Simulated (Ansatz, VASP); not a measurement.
## One calculation of MgS, two programs

```xyz
2
Lattice="-0.0128 2.5578 2.5578 2.5578 -0.0128 2.5578 2.5578 2.5578 -0.0128" Properties=species:S:1:pos:R:3 pbc="T T T"
Mg    0.0000    0.0000    0.0000
S     2.5514    2.5514    2.5514
```

Change from the starting cell: equal xy, yz and zx engineering shears of -0.5 %.

Alike in both runs: functional LDA; k mesh 8 × 8 × 8; no spin polarisation.

Ansatz relaxed the structure, and its values are those at the end. VASP's run is a single point on that final structure, the one shown.

|  | VASP | Ansatz |
| --- | --- | --- |
| version | VASP 6.6.1 | Ansatz 0.2.0 |
| potentials or method | VASP PAW LDA potentials, release 64 (Mg, S), cutoff 520 eV | all-electron LAPW, scalar-relativistic |
| occupations | gaussian, width 0.01 eV | fixed |

|  | VASP | Ansatz | Ansatz less VASP |
| --- | --- | --- | --- |
| gap on the k mesh at the Fermi level (eV) | 2.60 | 2.60 | +0.001 |
| pressure (GPa) | -0.6 | 0.1 | +0.63 |

LDA's correlation is that of Perdew and Zunger in VASP and of Perdew and Wang (1992) in Ansatz. Ansatz ran all-electron here, and VASP with PAW potentials.
